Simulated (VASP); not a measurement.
Set up this calculation in VASP 6.6.1, as the native input.

```yaml
Task: single point
Functional: PBE
Potentials_or_basis: VASP PAW PBE potentials, release 64 (Sb, Ga_d)
Cutoff: 500 eV
k_mesh: 6 × 6 × 6
Occupations: fermi-dirac, width 0.05 eV
Spin: no spin polarisation
Dipole_correction: no
Further_INCAR_settings: ALGO = Normal; EDIFF = 1e-06; NBANDS = 22
```

The structure of GaSb3 lies in POSCAR:

```
GaSb3
1.0
    0.0000000000      3.6544390392      3.6544390392
    3.6544390392      0.0000000000      3.6544390392
    3.6544390392      3.6544390392      0.0000000000
Sb Ga
3 1
Direct
    0.5000000000      0.5000000000      0.5000000000
    0.7500000000      0.7500000000      0.7500000000
    0.2500000000      0.2500000000      0.2500000000
    0.0000000000      0.0000000000      0.0000000000
```

One way to write it, as run:

INCAR

```
ALGO = Normal
EDIFF = 1E-6
ENCUT = 500
GGA = PE
GGA_COMPAT = F
ISIF = 2
ISMEAR = -1
LASPH = T
LCHARG = F
LREAL = F
LWAVE = F
NBANDS = 22
NELM = 120
PREC = Accurate
SIGMA = 0.05
```

KPOINTS

```
k-points
0
Gamma
  6 6 6
```

Potentials or basis: VASP PAW PBE potentials, release 64 (Sb, Ga_d).

The run is started by

```bash
$ cat potpaw_PBE.64/Sb/POTCAR potpaw_PBE.64/Ga_d/POTCAR > POTCAR
$ mpirun -np 1 vasp_std > vasp.out
```

Results of the run:

* Pressure: 2.7 GPa
* Band gap on the k mesh: zero (band 14 reaches 9.58 eV, above the bottom of band 15 at 5.65 eV)

Caveat: spin-orbit coupling is left out, which moves the levels of the heavy elements.

Wall time 64 s on 1 thread of Intel Xeon 8259CL, on a shared host, peak memory 0.25 GiB.
